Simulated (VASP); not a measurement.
Input of a VASP 6.6.1 run:

File INCAR:

```
PREC = Accurate ; ENCUT = 520
EDIFF = 1E-7 ; ISMEAR = 0
SIGMA = 0.15 ; LREAL = F
LASPH = T ; NELM = 100
ALGO = Fast ; ISIF = 2
LWAVE = F ; LCHARG = F
GGA = PE ; NBANDS = 12
```

The input KPOINTS:

```
Automatic mesh
0
Gamma
  22 22 22
```

POSCAR

```
V
1.0
   -1.5130000000      1.5130000000      1.5583900000
    1.5130000000     -1.5130000000      1.5583900000
    1.5130000000      1.5130000000     -1.5583900000
V
1
Direct
    0.0000000000      0.0000000000      0.0000000000
```

Potentials or basis: VASP PAW PBE potentials, release 64 (V_sv).

Run with:

```console
$ cat potpaw_PBE.64/V_sv/POTCAR > POTCAR
$ mpirun -np 1 vasp_std > vasp.out
```

What does it give for the pressure?

-9.2 GPa.

What does it give for the band gap on the k mesh?

Zero (an odd number of electrons rules out a gap without spin polarisation).

Stress tensor (GPa, compression positive):
```
 -8.16   0.00   0.00
  0.00  -8.16   0.00
  0.00   0.00 -11.26
```

Caveat: the cell differs from its parent crystal (strain +0.000 along x and y, +0.030 along z); the cell stands under tension.
